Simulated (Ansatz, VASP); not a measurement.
**GaSb in VASP and in Ansatz**

```
Ga Sb
1.0
     0.00000    3.10692    3.10692
     3.10692    0.00000    3.10692
     3.10692    3.10692    0.00000
Ga Sb
1 1
Direct
  0.00000 0.00000 0.00000
  0.75000 0.75000 0.75000
```

Alike in both runs: task single point; functional PBE; k mesh 16 × 16 × 16; occupations gaussian, width 0.15 eV; no spin polarisation.

|  | VASP | Ansatz |
| --- | --- | --- |
| version | VASP 6.6.1 | Ansatz 0.2.0 |
| potentials or method | VASP PAW PBE potentials, release 64 (Ga_d, Sb), cutoff 520 eV | scalar-relativistic, plane waves, PAW |
| valence electrons in the cell | 18 | 28 |

```csv
,VASP,Ansatz,Ansatz less VASP
gap on the k mesh at the Fermi level (eV),none,none,-
pressure (GPa),0.1,0.0,-0.07
```

A gap of «none» marks a metal or a gap that the smearing closes. The functional is the same, so the differences come from potentials, cutoffs and numerics. VASP's potentials hold 18 valence electrons a cell and Ansatz's 28, so a difference there can come from the potentials and not from the codes.

Neither program's run includes spin-orbit coupling.
